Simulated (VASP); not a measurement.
Crystal: Sn3PbS4.

```
Sn Pb S
1.0
    -0.00715   -4.10029   -0.00372
    -6.01680   -0.01056   -0.01216
     0.06418   -0.00753   -8.51806
Sn Pb S
3 1 4
Direct
  0.96678 0.24844 0.61757
  0.54866 0.70604 0.85659
  0.47625 0.79364 0.40181
  0.05145 0.31263 0.09029
  0.55088 0.15916 0.84303
  0.52497 0.35176 0.34697
  0.92250 0.79914 0.19021
  0.95852 0.62918 0.65352
```

* Program: VASP 6.6.1
* Task: relaxation of cell and atoms
* Functional: PBE
* Potentials or basis: VASP PAW PBE potentials, release 64 (Sn_d, Pb_d, S)
* Cutoff: 600 eV
* k mesh: 4 × 2 × 2
* Occupations: gaussian, width 0.1 eV
* Spin: no spin polarisation

At the start: pressure 1.9 GPa; volume 26.27 Å³/atom.

Q: How do energy, volume and symmetry change on relaxing?

A: Over 29 steps the energy falls by 156.9 meV/atom and the volume is 25.92 Å³/atom (-1.3 %); space group P1 (No. 1, to 0.1 Å) before, Pm (No. 6, to 0.1 Å).

The path:
```
step  energy change (eV)  largest force (eV/Å)  pressure (GPa)  volume (Å³)
   1              0.0000                3.1884            1.90       210.15
   2             -0.6150                0.8155           -2.13       219.59
   3             -0.6151                0.8139           -2.17       219.65
   4             -0.8313                0.6027           -0.19       210.02
   5             -0.8629                0.6661            1.15       204.80
   6             -0.9708                0.4849            0.69       206.11
   7             -1.0086                0.5823            0.37       207.43
   8             -1.0733                0.3862           -0.53       210.43
   9             -1.0854                0.3355           -1.01       212.46
  10             -1.1355                0.2880           -0.18       209.24
  11             -1.1487                0.3144            0.60       206.68
  12             -1.1849                0.2589            0.42       207.66
  13             -1.1898                0.2563            0.37       208.17
  14             -1.2085                0.2254           -0.31       210.92
  15             -1.2104                0.2201           -0.63       212.22
  16             -1.2248                0.1391           -0.27       210.93
  17             -1.2287                0.1866            0.07       209.86
  18             -1.2358                0.1421            0.08       209.72
  19             -1.2413                0.1336            0.08       209.45
  20             -1.2468                0.0709           -0.16       209.98
  21             -1.2474                0.0708           -0.28       210.24
  22             -1.2500                0.1010            0.15       208.15
  23             -1.2502                0.0876            0.08       208.51
  24             -1.2523                0.0567            0.04       208.30
  25             -1.2529                0.0882            0.01       208.02
  26             -1.2530                0.0748            0.01       208.10
  27             -1.2546                0.0431           -0.03       208.05
  28             -1.2549                0.0285           -0.06       208.03
  29             -1.2553                0.0236            0.10       207.36
```

Final structure:
```
Sn Pb S
1.0
    -0.00215   -4.07667   -0.00496
    -6.15380    0.00087   -0.01024
     0.07032   -0.00428   -8.26534
Sn Pb S
3 1 4
Direct
  0.00270 0.20128 0.60268
  0.49921 0.70767 0.88592
  0.49955 0.79960 0.39023
  0.99880 0.30246 0.10677
  0.49992 0.12292 0.81834
  0.49862 0.38022 0.33395
  0.00084 0.86262 0.18181
  0.00036 0.62323 0.68030
```

Caveat: the k points lie up to 0.51 Å⁻¹ apart in the final cell.
